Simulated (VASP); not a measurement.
Here is a VASP 6.6.1 calculation.

The input POSCAR:

```
SrO
1.0
    0.0000000000      2.6318106655      2.6318106655
    2.6318106655      0.0000000000      2.6318106655
    2.6318106655      2.6318106655      0.0000000000
Sr O
1 1
Direct
    0.0000000000      0.0000000000      0.0000000000
    0.5000000000      0.5000000000      0.5000000000
```

Contents of INCAR.step1:

```
SYSTEM = SrO
ALGO = Normal
EDIFF = 1E-4
ENCUT = 520
GGA = PE
ISMEAR = -1
LASPH = .True.
LCHARG = .False.
LREAL = .False.
LWAVE = .True.
NBANDS = 15
NELM = 100
PREC = Accurate
SIGMA = 0.1
```

File INCAR.step2:

```
SYSTEM = SrO
ALGO = Normal
EDIFF = 1E-6
ENCUT = 520
ISIF = 2
ISMEAR = -1
ISTART = 1
LASPH = .True.
LCHARG = .True.
LELF = .True.
LMIXTAU = .True.
LREAL = .False.
LVHAR = .True.
LWAVE = .False.
METAGGA = R2SCAN
NBANDS = 15
NELM = 100
PREC = Accurate
SIGMA = 0.1
```

File KPOINTS:

```
k-points
0
Gamma
  11 11 11
  0 0 0
```

Potentials or basis: VASP PAW PBE potentials, release 64 (Sr_sv, O).

Launch:

```console
$ cat potpaw_PBE.64/Sr_sv/POTCAR potpaw_PBE.64/O/POTCAR > POTCAR
$ cp INCAR.step1 INCAR
$ mpirun -np 1 vasp_std > vasp.out
$ cp INCAR.step2 INCAR
$ mpirun -np 1 vasp_std > vasp.out
```

Q: What does it give for the band gap on the k mesh?

A: 3.80 eV (least direct gap 3.94 eV).

Q: Estimate the pressure.

A: -4.5 GPa.

Caveat: the cell stands under tension; the PAW data sets were made with another functional, which shifts forces and pressure a little; an odd mesh through Γ misses points on the zone boundary, where band edges can lie.
